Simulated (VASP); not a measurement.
# Mo (Im-3m) in VASP: a series of runs, part 2 of 2

VASP 6.6.1. The steps go on from the part before.

## Step 4: Single point, PBE

INCAR

```
  ALGO = Normal
  EDIFF = 1E-6
  ENCUT = 500
  GGA = PE
  GGA_COMPAT = False
  ISIF = 2
  ISMEAR = -1
  LASPH = True
  LCHARG = False
  LREAL = False
  LWAVE = False
  NBANDS = 13
  NELM = 120
  PREC = Accurate
  SIGMA = 0.1
```

KPOINTS

```
Automatic mesh
0
Gamma
  8 8 8
  0.5 0.5 0.5
```

POSCAR

```
Mo
1.0
   -1.5808173037      1.5808173037      1.5808173037
    1.5808173037     -1.5808173037      1.5808173037
    1.5808173037      1.5808173037     -1.5808173037
Mo
1
Direct
    0.0000000000      0.0000000000      0.0000000000
```

Potentials or basis: VASP PAW PBE potentials, release 64 (Mo_sv).

On the command line:

```
$ cat potpaw_PBE.64/Mo_sv/POTCAR > POTCAR
$ mpirun -np 1 vasp_std > vasp.out
```

OUTCAR:

```text
EDIFF = 1E-6
   ENCUT = 500
   GGA = PE
   ISIF = 2
   ISMEAR = -1
   LASPH = True
   LREAL = False
   NELM = 120
   PREC = Accurate

 ion  position               nearest neighbor table
   1  0.000  0.000  0.000-

  LATTYP: Found a body centered cubic cell.
 ALAT       =     3.1616346074

  Lattice vectors:

 A1 = (  -1.5808173037,   1.5808173037,   1.5808173037)
 A2 = (   1.5808173037,  -1.5808173037,   1.5808173037)
 A3 = (   1.5808173037,   1.5808173037,  -1.5808173037)

Analysis of symmetry for initial positions (statically):
=====================================================================
 Subroutine PRICEL returns:
 Original cell was already a primitive cell.

 Routine SETGRP: Setting up the symmetry group for a
 body centered cubic supercell.

 Subroutine GETGRP returns: Found 48 space group operations
 (whereof 48 operations were pure point group operations)
 out of a pool of 48 trial point group operations.

The static configuration has the point symmetry O_h .

Analysis of symmetry for dynamics (positions and initial velocities):
=====================================================================
 Subroutine PRICEL returns:
 Original cell was already a primitive cell.

 Routine SETGRP: Setting up the symmetry group for a
 body centered cubic supercell.

 Subroutine GETGRP returns: Found 48 space group operations
 (whereof 48 operations were pure point group operations)
 out of a pool of 48 trial point group operations.

The dynamic configuration has the point symmetry O_h .

 Subroutine INISYM returns: Found 48 space group operations
 (whereof 48 operations are pure point group operations),
 and found     1 'primitive' translations

----------------------------------------------------------------------------------------

                                     Primitive cell

  volume of cell :      15.8017

  direct lattice vectors                    reciprocal lattice vectors
    -1.580817304  1.580817304  1.580817304     0.000000000  0.316292084  0.316292084
     1.580817304 -1.580817304  1.580817304     0.316292084  0.000000000  0.316292084
     1.580817304  1.580817304 -1.580817304     0.316292084  0.316292084  0.000000000

  length of vectors
     2.738055887  2.738055887  2.738055887     0.447304555  0.447304555  0.447304555

  position of ions in fractional coordinates (direct lattice)
     0.000000000  0.000000000  0.000000000

  ion indices of the primitive-cell ions
   primitive index   ion index
                 1           1

----------------------------------------------------------------------------------------

 KPOINTS: Automatic mesh

Automatic generation of k-mesh.
 Grid dimensions read from file:
 generate k-points for:    8    8    8

 Generating k-lattice:

  Cartesian coordinates                     Fractional coordinates (reciprocal lattice)
     0.000000000  0.039536511  0.039536511     0.125000000  0.000000000  0.000000000
     0.039536511  0.000000000  0.039536511     0.000000000  0.125000000  0.000000000
     0.039536511  0.039536511  0.000000000     0.000000000  0.000000000  0.125000000

  Length of vectors
     0.055913069  0.055913069  0.055913069

  Shift w.r.t. Gamma in fractional coordinates (k-lattice)
     0.500000000  0.500000000  0.500000000

 Subroutine IBZKPT returns following result:
 ===========================================

 Found     26 irreducible k-points:

 Following reciprocal coordinates:
            Coordinates               Weight
  0.062500  0.062500  0.062500      8.000000
  0.187500  0.062500  0.062500     24.000000
  0.312500  0.062500  0.062500     24.000000
  0.437500  0.062500  0.062500     12.000000
 -0.062500  0.062500  0.062500      6.000000
  0.187500  0.187500  0.062500     24.000000
[... 16 lines left out ...]
 -0.312500  0.312500  0.312500      6.000000
 -0.437500  0.437500  0.312500     24.000000
 [... further k-points ...]
   k-points           NKPTS =     26   k-points in BZ     NKDIM =     26   number of bands    NBANDS=     13
   number of dos      NEDOS =    301   number of ions     NIONS =      1
   total plane-waves  NPLWV =   8000
   dimension x,y,z NGX =    20 NGY =   20 NGZ =   20
   dimension x,y,z NGXF=    40 NGYF=   40 NGZF=   40
   ions per type =               1
   NGX,Y,Z   is equivalent  to a cutoff of  12.14, 12.14, 12.14 a.u.
   NGXF,Y,Z  is equivalent  to a cutoff of  24.29, 24.29, 24.29 a.u.
 SYSTEM =  unknown system
   PREC   = accura    normal or accurate (medium, high low for compatibility)
   ISTART =      0    job   : 0-new  1-cont  2-samecut
   ICHARG =      2    charge: 1-file 2-atom 10-const
   ISPIN  =      1    spin polarized calculation?
   LNONCOLLINEAR =      F non collinear calculations
   LSORBIT =      F    spin-orbit coupling
   LASPH  =      T    aspherical Exc in radial PAW
   ENCUT  =  500.0 eV  36.75 Ry    6.06 a.u.   4.99  4.99  4.99*2*pi/ulx,y,z
   NELM   =    120;   NELMIN=  2; NELMDL= -5     # of ELM steps
   EDIFF  = 0.1E-05   stopping-criterion for ELM
   LREAL  =      F    real-space projection
   EDIFFG = 0.1E-04   stopping-criterion for IOM
   NSW    =      0    number of steps for IOM
   IBRION =     -1    ionic relax: 0-MD 1-quasi-New 2-CG
   NFREE  =      0    steps in history (QN), initial steepest desc. (CG)
   ISIF   =      2    stress and relaxation
   ISYM   =      2    0-nonsym 1-usesym 2-fastsym
   POTIM  = 0.5000    time-step for ionic-motion
   TEBEG  =    0.0;   TEEND  =   0.0 temperature during run
   PSTRESS=    0.0 pullay stress
   NELECT =      14.0000    total number of electrons
   NUPDOWN=      -1.0000    fix difference up-down
   EMIN   =  10.00;   EMAX   =-10.00  energy-range for DOS
   EFERMI =   0.00;   METHOD = LEGACY
   ISMEAR =    -1;   SIGMA  =   0.10  broadening in eV -4-tet -1-fermi 0-gaus
   EFERMI_NEDOS =   21; number of points for ismear=-14 and -15
   IALGO  =     38    algorithm
   IMIX   =      4    mixing-type and parameters
     AMIX     =   0.40;   BMIX     =  1.00
     AMIX_MAG =   1.60;   BMIX_MAG =  1.00
  volume/ion in A,a.u.               =      15.80       106.64
  Fermi-wavevector in a.u.,A,eV,Ry     =   1.572350  2.971310 33.637464  2.472284
  Thomas-Fermi vector in A             =   2.673797
   LORBIT       =      0    0 simple, 1 ext, 2 COOP (PROOUT), +10 PAW based schemes
   GGA     = PE    functional components
   LHFCALC =     F    Hartree Fock is set to
   AEXX    =    0.0000 exact exchange contribution
   IVDW    =     0    specifies the selected vdW correction
   LEPSILON=     F    determine dielectric tensor
   LRPA    =     F    only Hartree local field effects (RPA)
 non-spin polarized calculation
  energy-cutoff  :      500.00
  volume of cell :       15.80
 maximum number of plane-waves:       414
   NGX =  9   NGY =  9   NGZ =  9

 number of electron      14.0000004 magnetization

 Free energy of the ion-electron system (eV)
  ---------------------------------------------------
  ext. energy  EPLUGINS =         0.00000000
  ---------------------------------------------------
  free energy    TOTEN  =       -10.94426938 eV

  energy without entropy =      -10.91451993  energy(sigma->0) =      -10.92939465

 E-fermi :  12.4901     XC(G=0): -13.3277

 val. band max:       12.4131333215   @ k =  -0.1875   0.1875   0.0625
 cond. band min:      12.5322520567   @ k =  -0.4375   0.4375   0.0625
 fundamental gap:      0.1191187353
 Fermi energy:        12.4900904679

 k-point     1 :       0.0625    0.0625    0.0625
  band No.  band energies     occupation
      1     -48.7924      2.00000
      2     -22.4622      2.00000
      3     -22.1754      2.00000
      4     -22.1754      2.00000
      5       6.1744      2.00000
      6      10.6414      2.00000
      7      10.6414      2.00000
      8      12.2309      1.86063
      9      13.8466      0.00000
     10      13.8466      0.00000
     11      27.9236      0.00000
     12      28.5812      0.00000
     13      28.5812      0.00000

 k-point     2 :       0.1875    0.0625    0.0625
  band No.  band energies     occupation
      1     -48.7090      2.00000
      2     -22.8947      2.00000
      3     -22.3405      2.00000
      4     -22.1853      2.00000
      5       7.5037      2.00000
      6       9.8737      2.00000
      7      10.3516      2.00000
      8      13.6638      0.00002
      9      14.2079      0.00000
     10      14.2392      0.00000
     11      27.5594      0.00000
[... 339 lines left out ...]
 k-point    24 :      -0.4375    0.4375    0.3125
  band No.  band energies     occupation
      1     -48.4768      2.00000
      2     -23.1720      2.00000
      3     -22.9036      2.00000
      4     -22.8028      2.00000
      5       7.9359      2.00000
      6       8.3297      2.00000
      7      12.9920      0.01314
      8      13.4747      0.00011
      9      16.1318      0.00000
     10      19.4007      0.00000
     11      24.0659      0.00000
     12      25.4216      0.00000
     13      30.4180      0.00000

 [... further k-points ...]
[... 5 lines left out ...]
  --------------------------------------------------------------------------------------
  -------------------------------------------------------------------------------------
  Total        0.0527308      0.0527308      0.0527308      0.0000000      0.0000000      0.0000000
  in kB        5.3465021      5.3465021      5.3465021      0.0000000      0.0000000      0.0000000
  external PRESSURE =       5.3465021 kB  Pullay stress =       0.0000000 kB

 VOLUME and BASIS-vectors are now :
 -----------------------------------------------------------------------------
  energy-cutoff  :      500.00
  volume of cell :       15.80
      direct lattice vectors                 reciprocal lattice vectors
    -1.580817304  1.580817304  1.580817304     0.000000000  0.316292084  0.316292084
     1.580817304 -1.580817304  1.580817304     0.316292084  0.000000000  0.316292084
     1.580817304  1.580817304 -1.580817304     0.316292084  0.316292084  0.000000000

 POSITION                                       TOTAL-FORCE (eV/Angst)
 -----------------------------------------------------------------------------------
      0.00000      0.00000      0.00000         0.000000      0.000000      0.000000
 -----------------------------------------------------------------------------------
    total drift:                                0.000000     -0.000000      0.000000

  FREE ENERGIE OF THE ION-ELECTRON SYSTEM (eV)
  ---------------------------------------------------
  free  energy   TOTEN  =       -10.9442693794 eV

  energy  without entropy=      -10.9145199269  energy(sigma->0) =      -10.92939465
```

stdout:

```text
POSCAR found type information on POSCAR Mo
 POSCAR found :  1 types and       1 ions
 scaLAPACK will be used
 LDA part: xc-table for (Slater+PW92), standard interpolation
 POSCAR, INCAR and KPOINTS ok, starting setup
 FFT: planning ... GRIDC
 FFT: planning ... GRID_SOFT
 FFT: planning ... GRID
 WAVECAR not read
 entering main loop
```

Run time: 3.7 s. Hardware: 1 thread of Intel Xeon Platinum 8488C (Sapphire Rapids), shared host; peak memory 0.12 GiB.

Results:

```
Free energy            : -10.9443 eV
Pressure               : 0.5 GPa
Band gap on the k mesh : zero (band 7 reaches 15.49 eV, above the bottom of band 8 at 11.23 eV)
```

## Step 5: Single point, PBE

INCAR

```
SYSTEM = Mo
PREC     = Accurate       ! precision mode
ENCUT    = 500            ! plane-wave cutoff, eV
EDIFF    = 1E-6           ! SCF threshold, eV
ISMEAR   = -1             ! smearing method
SIGMA    = 0.1            ! smearing width, eV
LREAL    = .FALSE.        ! projectors in reciprocal space
LASPH    = .TRUE.         ! aspherical terms in the spheres
NELM     = 120            ! most SCF steps
ALGO     = Normal         ! electronic algorithm
ISIF     = 2              ! what is computed and relaxed
LWAVE    = .FALSE.        ! write WAVECAR
LCHARG   = .FALSE.        ! write CHGCAR
GGA      = PE             ! functional
NBANDS   = 13             ! bands
GGA_COMPAT= .FALSE.
```

KPOINTS is that of step 4.

POSCAR

```
Mo
1.0
   -1.5808306838      1.5808306838      1.5808306838
    1.5808306838     -1.5808306838      1.5808306838
    1.5808306838      1.5808306838     -1.5808306838
Mo
1
Direct
    0.0000000000      0.0000000000      0.0000000000
```

On the command line:

```
$ cat potpaw_PBE.64/Mo_sv/POTCAR > POTCAR
$ mpirun -np 1 vasp_std > vasp.out
```

It took 4.1 s on 1 thread of Intel Xeon Platinum 8488C (Sapphire Rapids), shared host; peak memory 0.12 GiB.

Results (log left out):

* Free energy: -10.9443 eV
* Pressure: 0.5 GPa
* Band gap on the k mesh: zero (band 7 reaches 15.49 eV, above the bottom of band 8 at 11.23 eV)

Levels at points of the mesh, in eV from the Fermi level:
```tsv
k point	band 4	band 5	band 6	band 7	band 8	band 9	band 10	band 11
(0.06, 0.06, 0.06)	-34.67	-6.32	-1.85	-1.85	-0.26	1.36	1.36	15.43
```

## Step 6: Single point, PBE+U

This run uses another cell than the first one, of 16.01 Å³/atom, 1.012 times its volume.

INCAR

```
PREC = Accurate ; ENCUT = 500
EDIFF = 1E-6 ; ISMEAR = -1
SIGMA = 0.1 ; LREAL = False
LASPH = True ; NELM = 200
ALGO = Normal ; ISIF = 2
LWAVE = False ; LCHARG = False
LMAXMIX = 4 ; LDAU = True
LDAUTYPE = 2 ; LDAUL = 2
LDAUU = 4 ; LDAUJ = 0
LDAUPRINT = 1 ; GGA = PE
NBANDS = 13 ; GGA_COMPAT = False
```

KPOINTS

```
Automatic mesh
0
Gamma
  8 8 8
```

POSCAR

```
Mo
1.0
   -1.5876232479      1.5876232479      1.5876232479
    1.5876232479     -1.5876232479      1.5876232479
    1.5876232479      1.5876232479     -1.5876232479
Mo
1
Direct
    0.0000000000      0.0000000000      0.0000000000
```

Potentials or basis: VASP PAW PBE potentials, release 64 (Mo_sv).

On the command line:

```
$ cat potpaw_PBE.64/Mo_sv/POTCAR > POTCAR
$ mpirun -np 1 vasp_std > vasp.out
```

Wall time 4.5 s (1 thread of Intel Xeon Platinum 8488C (Sapphire Rapids), shared host); peak memory 0.12 GiB.

The run converged. Its results:

- Free energy: -6.3185 eV
- Pressure: 6.8 GPa
- Band gap on the k mesh: zero (band 7 reaches 16.12 eV, above the bottom of band 8 at 10.98 eV)

Levels at points of the mesh, in eV from the Fermi level:
| k point | band 3 | band 4 | band 5 | band 6 | band 7 | band 8 | band 9 | band 10 | band 11 | band 12 |
| --- | --- | --- | --- | --- | --- | --- | --- | --- | --- | --- |
| (0.00, 0.00, 0.00) | -34.86 | -34.86 | -7.31 | -1.38 | -1.38 | -1.38 | 2.27 | 2.27 | 14.65 | 14.65 |
| (0.50, 0.00, 0.00) | -35.28 | -34.87 | -5.09 | -3.35 | 1.38 | 2.07 | 2.93 | 4.49 | 11.21 | 11.77 |
| (0.50, 0.50, 0.50) | -35.76 | -35.76 | -4.72 | -4.72 | 3.76 | 3.76 | 3.76 | 8.72 | 8.72 | 8.72 |

Eigenvalues of the final occupation matrices:
```
    site  spin  trace               eigenvalues
site 1 d     1   1.91  0.26 0.26 0.46 0.46 0.46
site 1 d     2   1.91  0.26 0.26 0.46 0.46 0.46
```

Caveat: U without spin polarisation on a metal has little footing; the U is typed as a test and isn't derived for this compound.

## Step 7: Overview

```csv
level,U,cell,k mesh,smearing,gap on the mesh (eV),pressure (GPa)
PBE,-,"a = 2.739 Å, angles 109.5°, 1 atom",8 × 8 × 8,fermi-dirac 0.1 eV,none,0.5
PBE,-,"a = 2.740 Å, angles 109.5°, 1 atom",8 × 8 × 8,methfessel-paxton 0.1 eV,none,0.3
PBE,-,"a = 2.738 Å, angles 109.5°, 1 atom","8 × 8 × 8, shifted",fermi-dirac 0.1 eV,none,0.5
PBE+U,Mo d U = 4.0 eV,"a = 2.750 Å, angles 109.5°, 1 atom",8 × 8 × 8,fermi-dirac 0.1 eV,none,6.8
```

Alike in all rows: task single point; potentials or basis VASP PAW PBE potentials, release 64 (Mo_sv); no spin polarisation; cutoff (eV) 500.

Every run on the cell as given and a fine mesh finds a metal.

Caveats: U without spin polarisation on a metal has little footing (some runs); the U is typed as a test and isn't derived for this compound (some runs).

Absolute energies hang on the potentials; compare differences alone.
